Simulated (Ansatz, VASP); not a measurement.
## Two plane-wave programs on F

```
F
1.0
     2.73372   -1.79667   -0.03190
     2.73372    1.79667   -0.03190
    -1.60951    0.00000    7.25874
F
4
Direct
  0.05318 0.05318 0.10524
  0.94682 0.94682 0.89476
  0.49142 0.49142 0.59987
  0.50858 0.50858 0.40013
```

Alike in both runs: task single point; functional PBE; k mesh 10 × 10 × 4; occupations gaussian, width 0.02 eV; no spin polarisation.

|  | VASP | Ansatz |
| --- | --- | --- |
| version | VASP 6.6.1 | Ansatz 0.2.0 |
| potentials or method | VASP PAW PBE potentials, release 64 (F), cutoff 520 eV | scalar-relativistic, plane waves, PAW |
| valence electrons in the cell | 28 | 28 |

```tsv
	VASP	Ansatz	Ansatz less VASP
gap on the k mesh at the Fermi level (eV)	1.66	1.71	+0.047
least direct gap on the mesh (eV)	1.66	1.71	+0.047
pressure (GPa)	-5.8	-5.8	+0.03
traceless stress, the component that is largest in VASP (GPa)	-10.47	-11.35	-0.887
rms of the force components (eV/Å)	1.394	1.508	+0.1140
```

Atom by atom the forces differ by 0.117 eV/Å (rms over components). With one functional, cell and mesh, what is left measures potentials, basis and numerics.
